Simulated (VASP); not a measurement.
The system is NaH.

```
CELL_PARAMETERS angstrom
0.00000 2.39751 2.39751
2.39751 0.00000 2.39751
2.39751 2.39751 0.00000
ATOMIC_POSITIONS crystal
Na 0.00000 0.00000 0.00000
H 0.50000 0.50000 0.50000
```

Base run:

| Item | Value |
| --- | --- |
| Program | VASP 6.6.1 |
| Functional | r2SCAN |
| Potentials or basis | VASP PAW PBE potentials, release 64 (Na_pv, H) |
| Cutoff | 520 eV |
| k mesh | 6 × 6 × 6 |
| Occupations | gaussian, width 0.01 eV |
| Spin | no spin polarisation |

Its results: band gap on the k mesh 4.46 eV (least direct gap 5.26 eV); pressure -0.3 GPa.

Q: After a change of settings the same cell gave: band gap on the k mesh 4.89 eV (least direct gap 5.81 eV); pressure 0.2 GPa. Which change was it?
A. functional from r2SCAN to PBE
B. functional from r2SCAN to HSE06
C. functional from r2SCAN to PBE0
D. functional from r2SCAN to PBE; k mesh from 6 × 6 × 6 to 10 × 10 × 10

A: B.

Caveats: the PAW data sets were made with another functional, which shifts forces and pressure a little.
